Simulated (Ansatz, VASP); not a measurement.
One calculation of AlN, two programs

```
CELL_PARAMETERS angstrom
0.00000 2.18399 2.18399
2.18399 0.00000 2.18399
2.18399 2.18399 0.00000
ATOMIC_POSITIONS crystal
Al 0.00000 0.00000 0.00000
N 0.25000 0.25000 0.25000
```

Alike in both runs: task relaxation of cell and atoms; functional RPBE; dispersion D3(BJ); k mesh 10 × 10 × 10; occupations fermi-dirac, width 0.05 eV; no spin polarisation.

```csv
,VASP,Ansatz
version,VASP 6.6.1,Ansatz 0.2.0
potentials or method,"VASP PAW PBE potentials, release 64 (Al, N), cutoff 600 eV","all-electron LAPW, scalar-relativistic"
```

|  | VASP | Ansatz | Ansatz less VASP |
| --- | --- | --- | --- |
| relaxed volume (Å³/atom) | 9.76 | 9.78 | +0.021 |
| relaxed cell length with the largest relative difference (Å) | 3.022 | 3.024 | +0.0022 |

VASP's potentials were made for PBE, not for RPBE. Ansatz ran all-electron here, and VASP with PAW potentials.
